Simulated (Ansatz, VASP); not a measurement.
Hf: VASP beside Ansatz

Contents of INCAR:

```
PREC = Accurate
ENCUT = 600
EDIFF = 1E-7
ISMEAR = -1
SIGMA = 0.05
LREAL = F
LASPH = T
NELM = 80
ALGO = Normal
ISIF = 3
LWAVE = F
LCHARG = F
GGA = PS
IBRION = 2
NSW = 60
EDIFFG = -0.01
```

The input KPOINTS:

```
Automatic mesh
0
Gamma
  10 10 10
```

The input POSCAR:

```
Hf
1.0
   -1.8050000000      1.8050000000      1.8050000000
    1.8050000000     -1.8050000000      1.8050000000
    1.8050000000      1.8050000000     -1.8050000000
Hf
1
Direct
    0.0000000000      0.0000000000      0.0000000000
```

File input.yaml:

```yaml
crystal:
  lattice:
    - [-1.805, 1.805, 1.805]
    - [1.805, -1.805, 1.805]
    - [1.805, 1.805, -1.805]
  atoms:
    - { symbol: Hf, position: [0.0, 0.0, 0.0] }
hamiltonian:
  xc: pbesol
  pseudopotentials: { kind: paw }
kpoints:
  mp_grid: { grid: [10, 10, 10] }
scf:
  occupations: { method: fermi_dirac, width: 0.05 }
output:
  forces: true
  stress: true
  eigenvalues: true
relax:
  f_tol: 0.01
  max_steps: 40
  cell: { stress_tol: 0.05 }
```

Alike in both runs: task relaxation of cell and atoms; functional PBEsol; k mesh 10 × 10 × 10; occupations fermi-dirac, width 0.05 eV; no spin polarisation.

|  | VASP | Ansatz |
| --- | --- | --- |
| version | VASP 6.6.1 | Ansatz 0.2.0 |
| potentials or method | VASP PAW PBE potentials, release 64 (Hf_pv) | Ansatz PAW |
| plane-wave cutoff (eV) | 600 | 420 |
| valence electrons in the cell | 10 | 26 |

Ansatz gave:

```
gap on the k mesh at the Fermi level, each at its own relaxed structure (eV) : none
relaxed volume (Å³/atom)                                                     : 21.30
relaxed cell length with the largest relative difference (Å)                 : 3.025
```

**Question.** Estimate VASP's values.

**Answer.** gap on the k mesh at the Fermi level, each at its own relaxed structure (eV): none; relaxed volume (Å³/atom): 21.25; relaxed cell length with the largest relative difference (Å): 3.022.

VASP's potentials were made for PBE, not for PBEsol. A gap of «none» marks a metal or a gap that the smearing closes. VASP's potentials hold 10 valence electrons a cell and Ansatz's 26, so a difference there can come from the potentials and not from the codes.

Spin-orbit coupling is off throughout. Noted on Ansatz's run: the plane-wave basis is chosen anew once the cell has moved, so the energies of steps on either side of that aren't comparable.
